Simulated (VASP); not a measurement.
# BH12C3N (R3m) in VASP: further runs, part 2 of 2

VASP 6.6.1.

## 3. Relaxation of the atoms, PBE

File INCAR:

```
SYSTEM = BH12C3N
PREC = Accurate
ENCUT = 520
EDIFF = 1E-6
ISMEAR = -1
SIGMA = 0.02
LREAL = Auto
LASPH = .TRUE.
NELM = 80
ALGO = Normal
ISIF = 2
LWAVE = .FALSE.
LCHARG = .FALSE.
GGA = PE
IBRION = 2
NSW = 80
EDIFFG = -0.02
```

File KPOINTS:

```
Automatic mesh
0
G
  4 4 4
  0 0 0
```

File POSCAR:

```
BH12C3N
1.0
    4.5396000000      2.6209392820      1.9640666667
   -4.5396000000      2.6209392820      1.9640666667
    0.0000000000     -5.2418785640      1.9640666667
B H C N
1 12 3 1
Direct
    0.9171000000      0.9171000000      0.9171000000
    0.3005000000      0.5615000000      0.3005000000
    0.3005000000      0.3005000000      0.5615000000
    0.5615000000      0.3005000000      0.3005000000
    0.4100000000      0.8517000000      0.5812000000
    0.5812000000      0.4100000000      0.8517000000
    0.8517000000      0.5812000000      0.4100000000
    0.5812000000      0.8517000000      0.4100000000
    0.8517000000      0.4100000000      0.5812000000
    0.4100000000      0.5812000000      0.8517000000
    0.0429500000      0.0429500000      0.8310000000
    0.8310000000      0.0429500000      0.0429500000
    0.0429500000      0.8310000000      0.0429500000
    0.4662000000      0.7311000000      0.4662000000
    0.4662000000      0.4662000000      0.7311000000
    0.7311000000      0.4662000000      0.4662000000
    0.6426000000      0.6426000000      0.6426000000
```

Potentials or basis: VASP PAW PBE potentials, release 64 (B, H, C, N).

Command:

```console
$ cat potpaw_PBE.64/B/POTCAR potpaw_PBE.64/H/POTCAR potpaw_PBE.64/C/POTCAR potpaw_PBE.64/N/POTCAR > POTCAR
$ mpirun -np 1 vasp_std > vasp.out
```

OUTCAR:

```text
SYSTEM = BH12C3N
   PREC = Accurate
   ENCUT = 520
   EDIFF = 1E-6
   ISMEAR = -1
   LREAL = Auto
   LASPH = .TRUE.
   NELM = 80
   ISIF = 2
   GGA = PE
   IBRION = 2
   NSW = 80
   EDIFFG = -0.02

 ion  position               nearest neighbor table
   1  0.917  0.917  0.917-  11 1.16  12 1.16  13 1.16  17 1.62
   2  0.300  0.562  0.300-  14 0.98
   3  0.300  0.300  0.562-  15 0.98
   4  0.562  0.300  0.300-  16 0.98
   5  0.410  0.852  0.581-  14 0.98
   6  0.581  0.410  0.852-  15 0.98
   7  0.852  0.581  0.410-  16 0.98
   8  0.581  0.852  0.410-  14 0.98
   9  0.852  0.410  0.581-  16 0.98
  10  0.410  0.581  0.852-  15 0.98
  11  0.043  0.043  0.831-   1 1.16
  12  0.831  0.043  0.043-   1 1.16
  13  0.043  0.831  0.043-   1 1.16
  14  0.466  0.731  0.466-   8 0.98   5 0.98   2 0.98  17 1.48
  15  0.466  0.466  0.731-   6 0.98  10 0.98   3 0.98  17 1.48
[... 356 lines left out ...]

[... ionic steps 4 to 16 ...]

--------------------------------------- Ionic step       17  -------------------------------------------

 number of electron      31.9999997 magnetization

------------------------ aborting loop because EDIFF is reached ----------------------------------------
[... 97 lines left out ...]
--------------------------------------- Ionic step       19  -------------------------------------------

 number of electron      31.9999997 magnetization

 Free energy of the ion-electron system (eV)
  ---------------------------------------------------
  ext. energy  EPLUGINS =         0.00000000
  ---------------------------------------------------
  free energy    TOTEN  =       -86.13665311 eV

  energy without entropy =      -86.13665311  energy(sigma->0) =      -86.13665311

 E-fermi :  -2.2077     XC(G=0):  -7.5271

 val. band max:       -2.7324698227   @ k =   0.5000   0.5000   0.5000
 cond. band min:       3.5560831911   @ k =   0.0000   0.0000   0.0000
 fundamental gap:      6.2885530138
 Fermi energy:        -2.2077258634

 k-point     1 :       0.0000    0.0000    0.0000
  band No.  band energies     occupation
      1     -20.3276      2.00000
      2     -13.9412      2.00000
      3     -13.9412      2.00000
      4     -11.8050      2.00000
      5      -9.5425      2.00000
      6      -8.0700      2.00000
[... 397 lines left out ...]
  FREE ENERGIE OF THE ION-ELECTRON SYSTEM (eV)
  ---------------------------------------------------
  free  energy   TOTEN  =       -86.1366531121 eV

  energy  without entropy=      -86.1366531121  energy(sigma->0) =      -86.13665311

 reached required accuracy - stopping structural energy minimisation
```

OSZICAR:

```text
N       E                     dE             d eps       ncg     rms          rms(c)
DAV:   1     0.122021128211E+03    0.12202E+03   -0.13868E+04   650   0.108E+03
DAV:   2    -0.810196280477E+02   -0.20304E+03   -0.19390E+03   891   0.230E+02
DAV:   3    -0.950208029838E+02   -0.14001E+02   -0.13955E+02   884   0.650E+01
DAV:   4    -0.952419368366E+02   -0.22113E+00   -0.22096E+00   836   0.977E+00
[... 158 lines left out ...]
       N       E                     dE             d eps       ncg     rms          rms(c)
DAV:   1    -0.861366382714E+02   -0.29240E-03   -0.27756E-02   652   0.111E+00    0.358E-02
DAV:   2    -0.861366556400E+02   -0.17369E-04   -0.31402E-04   875   0.108E-01    0.219E-02
DAV:   3    -0.861366532123E+02    0.24277E-05   -0.24527E-05   795   0.273E-02    0.743E-03
DAV:   4    -0.861366531121E+02    0.10023E-06   -0.15562E-06   624   0.880E-03
  19 F= -.86136653E+02 E0= -.86136653E+02  d E =-.307943E-03
```

Run time: 14 min. Hardware: 1 thread of Oxide Virtual Turin-like, shared host; peak memory 0.24 GiB.

What came out:

```yaml
Free_energy: -86.1367 eV
Energy_gained_by_relaxing: 154.9 meV/atom
Ionic_steps: 19
Pressure_after_relaxing: 0.5 GPa
Largest_force_after_relaxing: 0.019 eV/Å
Band_gap_on_the_k_mesh: 6.29 eV, indirect (least direct gap 6.37 eV)
```

Forces on the atoms (eV/Å):
```
B    0.000  0.000 -0.004
H   -0.005  0.003 -0.005
H    0.000 -0.006 -0.005
H    0.005  0.003 -0.005
H    0.004  0.008  0.001
H   -0.009 -0.001  0.001
H    0.005 -0.007  0.001
H   -0.005 -0.007  0.001
H   -0.004  0.008  0.001
H    0.009 -0.001  0.001
H    0.000  0.010  0.001
H   -0.008 -0.005  0.001
H    0.008 -0.005  0.001
C   -0.008  0.005 -0.004
C    0.000 -0.009 -0.004
C    0.008  0.005 -0.004
N    0.000  0.000  0.019
```

Stress tensor (GPa, compression positive):
```
0.55 0.00 0.00
0.00 0.55 0.00
0.00 0.00 0.44
```

Step by step:
```csv
step,energy change (eV),largest force (eV/Å),pressure (GPa)
1,0.0000,5.3724,20.55
2,5.8194,18.2497,0.17
3,-2.1729,2.8621,7.58
4,-2.1751,2.6743,7.85
5,-2.4852,2.0427,-0.03
6,-2.5656,1.1541,2.30
7,-2.5854,0.9791,-0.14
8,-2.6167,0.3999,0.88
9,-2.6197,0.5786,0.63
10,-2.6232,0.1752,0.73
11,-2.6281,0.1294,0.71
12,-2.6302,0.1239,0.69
13,-2.6317,0.1193,0.56
14,-2.6318,0.0906,0.58
15,-2.6323,0.1258,0.54
16,-2.6324,0.0964,0.55
17,-2.6329,0.0670,0.57
18,-2.6330,0.0758,0.58
19,-2.6333,0.0191,0.51
```

Final structure:
```yaml
crystal:
  lattice:
    - [4.53960, 2.62094, 1.96407]
    - [-4.53960, 2.62094, 1.96407]
    - [0.00000, -5.24188, 1.96407]
  atoms:
    - { symbol: B, position: [0.91814, 0.91814, 0.91814] }
    - { symbol: H, position: [0.28114, 0.54642, 0.28114] }
    - { symbol: H, position: [0.28114, 0.28114, 0.54642] }
    - { symbol: H, position: [0.54642, 0.28114, 0.28114] }
    - { symbol: H, position: [0.39915, 0.86164, 0.59618] }
    - { symbol: H, position: [0.59618, 0.39915, 0.86164] }
    - { symbol: H, position: [0.86164, 0.59618, 0.39915] }
    - { symbol: H, position: [0.59618, 0.86164, 0.39915] }
    - { symbol: H, position: [0.86164, 0.39915, 0.59618] }
    - { symbol: H, position: [0.39915, 0.59618, 0.86164] }
    - { symbol: H, position: [0.05304, 0.05304, 0.83017] }
    - { symbol: H, position: [0.83017, 0.05304, 0.05304] }
    - { symbol: H, position: [0.05304, 0.83017, 0.05304] }
    - { symbol: C, position: [0.46709, 0.73368, 0.46709] }
    - { symbol: C, position: [0.46709, 0.46709, 0.73368] }
    - { symbol: C, position: [0.73368, 0.46709, 0.46709] }
    - { symbol: N, position: [0.64353, 0.64353, 0.64353] }
```
